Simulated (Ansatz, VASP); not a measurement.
One calculation of C, two programs

```
CELL_PARAMETERS angstrom
2.55529 0.00000 0.00000
-1.27764 2.21295 0.00000
0.00000 0.00000 12.51829
ATOMIC_POSITIONS crystal
C 0.66667 0.33333 0.35417
C 0.33333 0.66667 0.85417
C 0.66667 0.33333 0.14583
C 0.33333 0.66667 0.64583
C 0.66667 0.33333 0.47917
C 0.33333 0.66667 0.97917
C 0.66667 0.33333 0.02083
C 0.33333 0.66667 0.52083
C 0.00000 0.00000 0.81250
C 0.00000 0.00000 0.31250
C 0.00000 0.00000 0.68750
C 0.00000 0.00000 0.18750
```

Alike in both runs: task single point; functional revPBE; dispersion D4; k mesh 12 × 12 × 3; occupations fermi-dirac, width 0.05 eV; no spin polarisation.

|  | VASP | Ansatz |
| --- | --- | --- |
| version | VASP 6.6.1 | Ansatz 0.2.0 |
| potentials or method | VASP PAW PBE potentials, release 64 (C) | Ansatz PAW |
| plane-wave cutoff (eV) | 520 | 420 |
| valence electrons in the cell | 48 | 48 |

Ansatz gave:

- gap on the k mesh at the Fermi level (eV): 4.28
- least direct gap on the mesh (eV): 5.22
- pressure (GPa): -21.7
- traceless stress, the component that is largest in VASP (GPa): 4.94
- rms of the force components (eV/Å): 0.141

Which values does VASP return?

gap on the k mesh at the Fermi level (eV): 4.27; least direct gap on the mesh (eV): 5.21; pressure (GPa): -21.2; traceless stress, the component that is largest in VASP (GPa): 4.94; rms of the force components (eV/Å): 0.141.

VASP's potentials were made for PBE, not for revPBE. Atom by atom the forces differ by 0.003 eV/Å (rms over components).

Noted on Ansatz's run: odd divisions of the mesh miss points on the zone boundary, where band edges often lie, so the gap on the mesh can be too wide.
